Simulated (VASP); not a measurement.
# BeTe (Fm-3m) in VASP: notebook

Aim: see how the results for BeTe move with the level of theory and the settings. Levels: PBE0, PBE-based screened hybrid with 25 % exact exchange. Tasks: relaxation of cell and atoms, single point.

All numbers are computed with VASP 6.6.1; they aren't measurements. Logs are shortened: lines on timing, memory, paths and dates and some standing lists are left out, and cuts for length are marked.

## 1. The cell of the first run

The structure is cubic, space group Fm-3m (No. 225). The conventional cell has a = 5.361 Å, b = 5.361 Å, c = 5.361 Å, α = 90.00°, β = 90.00°, γ = 90.00°. Within 3.5 Å of Be (site symmetry m-3m) lie 6 Te at 2.68 Å. Within 3.5 Å of Te (site symmetry m-3m) lie 6 Be at 2.68 Å.

## 2. Relaxation of cell and atoms, PBE0

File POSCAR:

```
BeTe
1.0
    0.0000000000      2.6803100000      2.6803100000
    2.6803100000      0.0000000000      2.6803100000
    2.6803100000      2.6803100000      0.0000000000
Be Te
1 1
Direct
    0.5000000000      0.5000000000      0.5000000000
    0.0000000000      0.0000000000      0.0000000000
```

File INCAR.step1:

```
PREC     = Accurate       # precision mode
ENCUT    = 600            # plane-wave cutoff, eV
EDIFF    = 1E-5           # SCF threshold, eV
ISMEAR   = -1             # smearing method
SIGMA    = 0.05           # smearing width, eV
LREAL    = False          # projectors in reciprocal space
LASPH    = True           # aspherical terms in the spheres
NELM     = 60             # most SCF steps
ALGO     = Normal         # electronic algorithm
LWAVE    = True           # write WAVECAR
LCHARG   = False          # write CHGCAR
GGA      = PE             # functional
NBANDS   = 11             # bands
```

File INCAR.step2:

```
PREC     = Accurate       # precision mode
ENCUT    = 600            # plane-wave cutoff, eV
EDIFF    = 1E-6           # SCF threshold, eV
ISMEAR   = -1             # smearing method
SIGMA    = 0.05           # smearing width, eV
LREAL    = False          # projectors in reciprocal space
LASPH    = True           # aspherical terms in the spheres
NELM     = 60             # most SCF steps
ALGO     = Normal         # electronic algorithm
ISIF     = 3              # what is computed and relaxed
LWAVE    = False          # write WAVECAR
LCHARG   = False          # write CHGCAR
GGA      = PE             # functional
LHFCALC  = True           # exact exchange
AEXX     = 0.25           # exact-exchange fraction
PRECFOCK = Normal       
IBRION   = 2              # ionic algorithm
NSW      = 60             # ionic steps
EDIFFG   = -0.01          # ionic threshold
ISTART   = 1
```

File KPOINTS:

```
Automatic mesh
0
Gamma
  5 5 5
```

Potentials or basis: VASP PAW PBE potentials, release 64 (Be, Te).

Command:

```bash
$ cat potpaw_PBE.64/Be/POTCAR potpaw_PBE.64/Te/POTCAR > POTCAR
$ cp INCAR.step1 INCAR
$ mpirun -np 1 vasp_std > vasp.out
$ cp INCAR.step2 INCAR
$ mpirun -np 1 vasp_std > vasp.out
```

OUTCAR:

```text
PREC = Accurate
   ENCUT = 600
   EDIFF = 1E-6
   ISMEAR = -1
   LREAL = False
   LASPH = True
   NELM = 60
   ISIF = 3
   GGA = PE
   LHFCALC = True
   AEXX = 0.25
   PRECFOCK = Normal
   IBRION = 2
   NSW = 60
   EDIFFG = -0.01
   ISTART = 1

 ion  position               nearest neighbor table
   1  0.500  0.500  0.500-   2 2.68   2 2.68   2 2.68   2 2.68   2 2.68   2 2.68
   2  0.000  0.000  0.000-   1 2.68   1 2.68   1 2.68   1 2.68   1 2.68   1 2.68

  LATTYP: Found a face centered cubic cell.
 ALAT       =     5.3606200000

  Lattice vectors:

 A1 = (   0.0000000000,   2.6803100000,   2.6803100000)
 A2 = (   2.6803100000,   0.0000000000,   2.6803100000)
 A3 = (   2.6803100000,   2.6803100000,   0.0000000000)

Analysis of symmetry for initial positions (statically):
=====================================================================
 Subroutine PRICEL returns:
 Original cell was already a primitive cell.

 Routine SETGRP: Setting up the symmetry group for a
 face centered cubic supercell.

 Subroutine GETGRP returns: Found 48 space group operations
 (whereof 48 operations were pure point group operations)
 out of a pool of 48 trial point group operations.

The static configuration has the point symmetry O_h .

Analysis of symmetry for dynamics (positions and initial velocities):
=====================================================================
 Subroutine PRICEL returns:
 Original cell was already a primitive cell.

 Routine SETGRP: Setting up the symmetry group for a
 face centered cubic supercell.

 Subroutine GETGRP returns: Found 48 space group operations
 (whereof 48 operations were pure point group operations)
 out of a pool of 48 trial point group operations.

The dynamic configuration has the point symmetry O_h .

 Subroutine INISYM returns: Found 48 space group operations
 (whereof 48 operations are pure point group operations),
 and found     1 'primitive' translations

----------------------------------------------------------------------------------------

                                     Primitive cell

  volume of cell :      38.5110

  direct lattice vectors                    reciprocal lattice vectors
     0.000000000  2.680310000  2.680310000    -0.186545586  0.186545586  0.186545586
     2.680310000  0.000000000  2.680310000     0.186545586 -0.186545586  0.186545586
     2.680310000  2.680310000  0.000000000     0.186545586  0.186545586 -0.186545586

  length of vectors
     3.790530753  3.790530753  3.790530753     0.323106433  0.323106433  0.323106433

  position of ions in fractional coordinates (direct lattice)
     0.500000000  0.500000000  0.500000000
     0.000000000  0.000000000  0.000000000

  ion indices of the primitive-cell ions
   primitive index   ion index
                 1           1
                 2           2

----------------------------------------------------------------------------------------

 KPOINTS: Automatic mesh

Automatic generation of k-mesh.
 Grid dimensions read from file:
 generate k-points for:    5    5    5

 Generating k-lattice:

  Cartesian coordinates                     Fractional coordinates (reciprocal lattice)
    -0.037309117  0.037309117  0.037309117     0.200000000  0.000000000  0.000000000
     0.037309117 -0.037309117  0.037309117     0.000000000  0.200000000  0.000000000
     0.037309117  0.037309117 -0.037309117     0.000000000  0.000000000  0.200000000

  Length of vectors
     0.064621287  0.064621287  0.064621287

  Shift w.r.t. Gamma in fractional coordinates (k-lattice)
     0.000000000  0.000000000  0.000000000

 Subroutine IBZKPT returns following result:
 ===========================================

 Found     10 irreducible k-points:

 Following reciprocal coordinates:
            Coordinates               Weight
  0.000000  0.000000  0.000000      1.000000
  0.200000  0.000000  0.000000      8.000000
  0.400000  0.000000  0.000000      8.000000
  0.200000  0.200000  0.000000      6.000000
  0.400000  0.200000  0.000000     24.000000
 -0.400000  0.200000  0.000000     24.000000
 -0.200000  0.200000  0.000000     12.000000
  0.400000  0.400000  0.000000      6.000000
 -0.400000  0.400000  0.000000     12.000000
 -0.400000  0.400000  0.200000     24.000000
   k-points           NKPTS =     10   k-points in BZ     NKDIM =    125   number of bands    NBANDS=      8
   number of dos      NEDOS =    301   number of ions     NIONS =      2
   total plane-waves  NPLWV =  27000
   dimension x,y,z NGX =    30 NGY =   30 NGZ =   30
   dimension x,y,z NGXF=    60 NGYF=   60 NGZF=   60
   ions per type =               1   1
   NGX,Y,Z   is equivalent  to a cutoff of  13.16, 13.16, 13.16 a.u.
   NGXF,Y,Z  is equivalent  to a cutoff of  26.31, 26.31, 26.31 a.u.
 SYSTEM =  unknown system
   PREC   = accura    normal or accurate (medium, high low for compatibility)
   ISTART =      1    job   : 0-new  1-cont  2-samecut
   ICHARG =      0    charge: 1-file 2-atom 10-const
   ISPIN  =      1    spin polarized calculation?
   LNONCOLLINEAR =      F non collinear calculations
   LSORBIT =      F    spin-orbit coupling
   LASPH  =      T    aspherical Exc in radial PAW
   ENCUT  =  600.0 eV  44.10 Ry    6.64 a.u.   7.57  7.57  7.57*2*pi/ulx,y,z
   NELM   =     60;   NELMIN=  2; NELMDL=  0     # of ELM steps
   EDIFF  = 0.1E-05   stopping-criterion for ELM
   LREAL  =      F    real-space projection
   EDIFFG = -.1E-01   stopping-criterion for IOM
   NSW    =     60    number of steps for IOM
   IBRION =      2    ionic relax: 0-MD 1-quasi-New 2-CG
   NFREE  =      1    steps in history (QN), initial steepest desc. (CG)
   ISIF   =      3    stress and relaxation
   ISYM   =      3    0-nonsym 1-usesym 2-fastsym
   POTIM  = 0.5000    time-step for ionic-motion
   TEBEG  =    0.0;   TEEND  =   0.0 temperature during run
   PSTRESS=    0.0 pullay stress
   NELECT =       8.0000    total number of electrons
   NUPDOWN=      -1.0000    fix difference up-down
   EMIN   =  10.00;   EMAX   =-10.00  energy-range for DOS
   EFERMI =   0.00;   METHOD = LEGACY
   ISMEAR =    -1;   SIGMA  =   0.05  broadening in eV -4-tet -1-fermi 0-gaus
   EFERMI_NEDOS =   21; number of points for ismear=-14 and -15
   IALGO  =     38    algorithm
   IMIX   =      1    mixing-type and parameters
     AMIX     =   0.40;   BMIX     =  1.00
     AMIX_MAG =   1.60;   BMIX_MAG =  1.00
  volume/ion in A,a.u.               =      19.26       129.94
  Fermi-wavevector in a.u.,A,eV,Ry     =   0.969564  1.832210 12.790215  0.940054
  Thomas-Fermi vector in A             =   2.099627
   LORBIT       =      0    0 simple, 1 ext, 2 COOP (PROOUT), +10 PAW based schemes
   GGA     = PE    functional components
   LHFCALC =     T    Hartree Fock is set to
   PRECFOCK=normal    Normal, Fast or Accurate (Low or Medium for compatibility)
   ENCUT4O =  -1.0   cutoff for four orbital integrals eV
   NKREDX  =     1    reduce k-point grid by
   NKREDY  =     1    reduce k-point grid by
   NKREDZ  =     1    reduce k-point grid by
   AEXX    =    0.2500 exact exchange contribution
   HFSCREEN=    0.0000 screening length (either q_TF or 0.3 A-1)
   HFSCREENC=   0.0000 screening length for correlation (either q_TF or 0.3 A-1)
   ENCUTFOCK=  -1.0 apply spherical cutoff to Coloumb kernel
   IVDW    =     0    specifies the selected vdW correction
   LEPSILON=     F    determine dielectric tensor
   LRPA    =     F    only Hartree local field effects (RPA)
 conjugate gradient relaxation of ions
 non-spin polarized calculation
  energy-cutoff  :      600.00
  volume of cell :       38.51
 maximum number of plane-waves:      1307
 NGX is ok and might be reduce to    30
  NGX = 24; NGY = 24; NGZ = 24

--------------------------------------- Ionic step        1  -------------------------------------------

 number of electron       8.0000000 magnetization

 Free energy of the ion-electron system (eV)
  ---------------------------------------------------
  ext. energy  EPLUGINS =         0.00000000
  ---------------------------------------------------
  free energy    TOTEN  =        -8.10160141 eV

  energy without entropy =       -8.09494699  energy(sigma->0) =       -8.09827420

------------------------ aborting loop because EDIFF is reached ----------------------------------------

  FORCE on cell =-STRESS in cart. coord.  units (eV):
  Direction    XX          YY          ZZ          XY          YZ          ZX
  --------------------------------------------------------------------------------------
  -------------------------------------------------------------------------------------
  Total       -0.2463278     -0.2463278     -0.2463278      0.0000000     -0.0000000      0.0000000
  in kB      -10.2479953    -10.2479953    -10.2479953      0.0000000     -0.0000000      0.0000000
  external PRESSURE =     -10.2479953 kB  Pullay stress =       0.0000000 kB
[... 57 lines left out ...]
  energy  without entropy=       -8.0965225481  energy(sigma->0) =       -8.09984974

--------------------------------------- Ionic step        3  -------------------------------------------

 number of electron       8.0000000 magnetization

 Free energy of the ion-electron system (eV)
  ---------------------------------------------------
  ext. energy  EPLUGINS =         0.00000000
  ---------------------------------------------------
  free energy    TOTEN  =        -8.10329925 eV

  energy without entropy =       -8.09664487  energy(sigma->0) =       -8.09997206

 E-fermi :   7.1934     XC(G=0):  -7.9122

 val. band max:        7.1934102098   @ k =  -0.2000   0.2000   0.0000
 cond. band min:       8.0378611259   @ k =  -0.4000   0.4000   0.0000
 fundamental gap:      0.8444509161
 Fermi energy:         7.1934104180

 k-point     1 :       0.0000    0.0000    0.0000
  band No.  band energies     occupation
      1      -8.1154      2.00000
      2       6.4519      2.00000
      3       6.4519      2.00000
      4       6.4519      2.00000
      5      11.2715      0.00000
      6      14.8976      0.00000
      7      14.8976      0.00000
      8      14.8976      0.00000
[... 126 lines left out ...]
  FREE ENERGIE OF THE ION-ELECTRON SYSTEM (eV)
  ---------------------------------------------------
  free  energy   TOTEN  =        -8.1032992538 eV

  energy  without entropy=       -8.0966448677  energy(sigma->0) =       -8.09997206

 reached required accuracy - stopping structural energy minimisation
```

Wall time 7.1 min (1 thread of Intel Xeon Platinum 8488C (Sapphire Rapids), shared host); peak memory 0.19 GiB.

What came out:

```yaml
Free_energy: -8.1033 eV
Relaxed_volume: 18.99 Å³/atom
Relaxed_cell: a = 3.773 Å, b = 3.773 Å, c = 3.773 Å, α = 60.00°, β = 60.00°, γ = 60.00°
Space_group_after_relaxing_to_0.1_Å: Fm-3m (No. 225)
Energy_gained_by_relaxing: 0.8 meV/atom
Ionic_steps: 3
Pressure_after_relaxing: 0.0 GPa
Band_gap_on_the_k_mesh: zero (bands 4 and 5 overlap by 0.72 eV)
```

Step by step:
```tsv
step	energy change (eV)	largest force (eV/Å)	pressure (GPa)	volume (Å³)
1	0.0000	0.0000	-1.02	38.51
2	-0.0016	0.0000	0.27	37.83
3	-0.0017	0.0000	0.00	37.97
```

Final structure:
```xyz
2
Lattice="0.0000 2.6678 2.6678 2.6678 0.0000 2.6678 2.6678 2.6678 0.0000" Properties=species:S:1:pos:R:3 pbc="T T T"
Be    2.6678    2.6678    2.6678
Te    0.0000    0.0000    0.0000
```

Caveat: the k points lie up to 0.41 Å⁻¹ apart in the final cell, too coarse for converged energies and pressures of a metal; the PAW data sets were made with another functional, which shifts forces and pressure a little; spin-orbit coupling is left out, which moves the levels of the heavy elements.

## 3. Single point, PBE0

This run uses another cell than the first one, of 19.08 Å³/atom.

File POSCAR:

```
BeTe
1.0
    0.0000000000      2.6720310386      2.6720310386
    2.6720310386      0.0000000000      2.6720310386
    2.6720310386      2.6720310386      0.0000000000
Be Te
1 1
Direct
    0.5000000000      0.5000000000      0.5000000000
    0.0000000000      0.0000000000      0.0000000000
```

File INCAR.step1:

```
PREC     = Accurate       # precision mode
ENCUT    = 520            # plane-wave cutoff, eV
EDIFF    = 1E-5           # SCF threshold, eV
ISMEAR   = -1             # smearing method
SIGMA    = 0.05           # smearing width, eV
LREAL    = False          # projectors in reciprocal space
LASPH    = True           # aspherical terms in the spheres
NELM     = 60             # most SCF steps
ALGO     = Normal         # electronic algorithm
ISIF     = 2              # what is computed and relaxed
LWAVE    = True           # write WAVECAR
LCHARG   = False          # write CHGCAR
NBANDS   = 11             # bands
GGA      = PE             # functional
```

File INCAR.step2:

```
PREC     = Accurate       # precision mode
ENCUT    = 520            # plane-wave cutoff, eV
EDIFF    = 1E-6           # SCF threshold, eV
ISMEAR   = -1             # smearing method
SIGMA    = 0.05           # smearing width, eV
LREAL    = False          # projectors in reciprocal space
LASPH    = True           # aspherical terms in the spheres
NELM     = 60             # most SCF steps
ALGO     = Normal         # electronic algorithm
ISIF     = 2              # what is computed and relaxed
LWAVE    = False          # write WAVECAR
LCHARG   = False          # write CHGCAR
GGA      = PE             # functional
LHFCALC  = True           # exact exchange
AEXX     = 0.25           # exact-exchange fraction
PRECFOCK = Normal       
NBANDS   = 11             # bands
ISTART   = 1
```

File KPOINTS:

```
regular mesh
0
Gamma
  5 5 5
```

Potentials or basis: VASP PAW PBE potentials, release 64 (Be, Te).

Command:

```bash
$ cat potpaw_PBE.64/Be/POTCAR potpaw_PBE.64/Te/POTCAR > POTCAR
$ cp INCAR.step1 INCAR
$ mpirun -np 1 vasp_std > vasp.out
$ cp INCAR.step2 INCAR
$ mpirun -np 1 vasp_std > vasp.out
```

It took 5.4 min on 1 thread of AMD EPYC 7R43 (Zen 3), shared host; peak memory 0.14 GiB.

Results (log left out):

- Free energy: -8.1030 eV
- Pressure: -0.4 GPa
- Band gap on the k mesh: zero (bands 4 and 5 overlap by 0.71 eV)

Levels at points of the mesh, in eV from the Fermi level:
| k point | band 1 | band 2 | band 3 | band 4 | band 5 | band 6 | band 7 | band 8 | band 9 |
| --- | --- | --- | --- | --- | --- | --- | --- | --- | --- |
| (0.00, 0.00, 0.00) | -15.27 | -0.74 | -0.74 | -0.74 | 4.03 | 7.69 | 7.69 | 7.69 | 7.88 |

Caveat: the k points lie up to 0.41 Å⁻¹ apart, too coarse for converged energies and pressures of a metal; the PAW data sets were made with another functional, which shifts forces and pressure a little; spin-orbit coupling is left out, which moves the levels of the heavy elements.

[end of part 1 of 2]

The gap in the log of VASP goes by the Fermi energy; the results here count the filled bands.